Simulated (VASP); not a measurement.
Set up this calculation in VASP 6.6.1, as the native input.

- Task: relaxation of cell and atoms
- Functional: PBE
- Potentials or basis: VASP PAW PBE potentials, release 64 (Sn_d, Pt, Se)
- Cutoff: 600 eV
- k mesh: 3 × 3 × 4
- Occupations: gaussian, width 0.1 eV
- Spin: no spin polarisation
- Dipole correction: no
- Further INCAR settings: ALGO = Normal; EDIFF = 1e-06; IBRION = 2; EDIFFG = -0.04; NSW = 90; ISIF = 3

The structure of SnPt2Se3 lies in POSCAR:

```
SnPt2Se3
1.0
    6.0303875400      0.0000000000      0.0000000000
   -3.0151937700      5.2224688000      0.0000000000
    0.0000000000      0.0000000000      4.6597496100
Sn Pt Se
1 2 3
Direct
    0.0000000000      0.0000000000      0.0000000000
    0.3333333300      0.6666666700      0.0000000000
    0.6666666700      0.3333333300      0.0000000000
    0.5000000000      0.0000000000      0.5000000000
    0.5000000000      0.5000000000      0.5000000000
    0.0000000000      0.5000000000      0.5000000000
```

The cell was built from a structure type or drawn by symmetry, and may not be a known phase.

The input as run:

INCAR

```
SYSTEM = SnPt2Se3
PREC = Accurate
ENCUT = 600
EDIFF = 1E-6
ISMEAR = 0
SIGMA = 0.1
LREAL = .False.
LASPH = .True.
NELM = 100
ALGO = Normal
ISIF = 3
LWAVE = .False.
LCHARG = .False.
GGA = PE
IBRION = 2
NSW = 90
EDIFFG = -0.04
```

KPOINTS

```
regular mesh
0
Gamma
  3 3 4
  0 0 0
```

Potentials or basis: VASP PAW PBE potentials, release 64 (Sn_d, Pt, Se).

Command:

```bash
$ cat potpaw_PBE.64/Sn_d/POTCAR potpaw_PBE.64/Pt/POTCAR potpaw_PBE.64/Se/POTCAR > POTCAR
$ mpirun -np 1 vasp_std > vasp.out
```

It gave:

```
Relaxed volume                        : 22.30 Å³/atom
Relaxed cell                          : a = 6.437 Å, b = 6.437 Å, c = 3.728 Å, α = 90.00°, β = 90.00°, γ = 120.00°
Space group after relaxing (to 0.1 Å) : P6/mmm (No. 191)
Energy gained by relaxing             : 231.3 meV/atom
Ionic steps                           : 11
Pressure after relaxing               : 0.0 GPa
Band gap on the k mesh                : zero (bands 26 and 27 overlap by 1.66 eV)
```

Caveat: the k points lie up to 0.42 Å⁻¹ apart in the final cell, too coarse for converged energies and pressures of a metal; a cell axis changed by over 15 % at a fixed basis, so the end point is rough; spin-orbit coupling is left out, which moves the levels of the heavy elements.

Wall time 11 min on 1 thread of AMD EPYC 7R43 64-Core Processor (Zen 3) (shared host), peak memory 0.32 GiB.
